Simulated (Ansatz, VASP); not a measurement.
## One calculation of TiSe2, two programs

POSCAR

```
TiSe2
1.0
    3.5360000000      0.0000000000      0.0000000000
   -1.7680000000      3.0622658278      0.0000000000
    0.0000000000      0.0000000000      6.0040000000
Ti Se
1 2
Direct
    0.0000000000      0.0000000000      0.0000000000
    0.3333333333      0.6666666667      0.2552000000
    0.6666666667      0.3333333333      0.7448000000
```

The input INCAR.step1:

```
PREC = Accurate ; ENCUT = 550
ISMEAR = -1 ; SIGMA = 0.1
LREAL = False ; LASPH = True
NELM = 120 ; GGA = PE
ALGO = Normal ; EDIFF = 1E-5
LWAVE = True ; LCHARG = False
GGA_COMPAT = False ; IBRION = 2
ISIF = 3 ; EDIFFG = -0.005
NELMIN = 4 ; NSW = 100
```

The input INCAR.step2:

```
PREC = Accurate ; ENCUT = 550
EDIFF = 1E-7 ; ISMEAR = -1
SIGMA = 0.1 ; LREAL = False
LASPH = True ; NELM = 120
ALGO = Normal ; ISIF = 3
LWAVE = False ; LCHARG = False
METAGGA = R2SCAN ; LMIXTAU = True
IBRION = 2 ; NSW = 100
EDIFFG = -0.002 ; ISTART = 1
GGA_COMPAT = False ; NELMIN = 4
```

The input KPOINTS:

```
regular mesh
0
Gamma
  10 10 6
```

Input for Ansatz:

```yaml
crystal:
  lattice:
    - [3.53600000001, 0.0, 0.0]
    - [-1.768, 3.06226582779, 0.0]
    - [0.0, 0.0, 6.004]
  atoms:
    - { symbol: Ti, position: [0.0, 0.0, 0.0] }
    - { symbol: Se, position: [0.333333333333, 0.666666666667, 0.2552] }
    - { symbol: Se, position: [0.666666666667, 0.333333333333, 0.7448] }
kpoints:
  mp_grid: { grid: [10, 10, 6] }
scf:
  occupations: { method: fermi_dirac, width: 0.1 }
hamiltonian:
  xc: r2scan
  pseudopotentials: { kind: paw }
relax:
  f_tol: 0.002
  max_steps: 80
  cell: {}
output:
  forces: true
  stress: true
```

Alike in both runs: task relaxation of cell and atoms; functional r2SCAN; k mesh 10 × 10 × 6; occupations fermi-dirac, width 0.1 eV; no spin polarisation.

```csv
,VASP,Ansatz
version,VASP 6.6.1,Ansatz 0.2.0
potentials or method,"VASP PAW PBE potentials, release 64 (Ti_sv, Se)","PAW with Ansatz's default frozen-core files, scalar-relativistic"
plane-wave cutoff (eV),550,500
valence electrons in the cell,24,44
```

|  | VASP | Ansatz | Ansatz less VASP |
| --- | --- | --- | --- |
| relaxed volume (Å³/atom) | 23.09 | 23.07 | -0.019 |
| relaxed cell length with the largest relative difference (Å) | 6.312 | 6.319 | +0.0071 |

VASP's potentials were made for PBE, not for r2SCAN. VASP's potentials hold 24 valence electrons a cell and Ansatz's 44, so a difference there can come from the potentials and not from the codes.
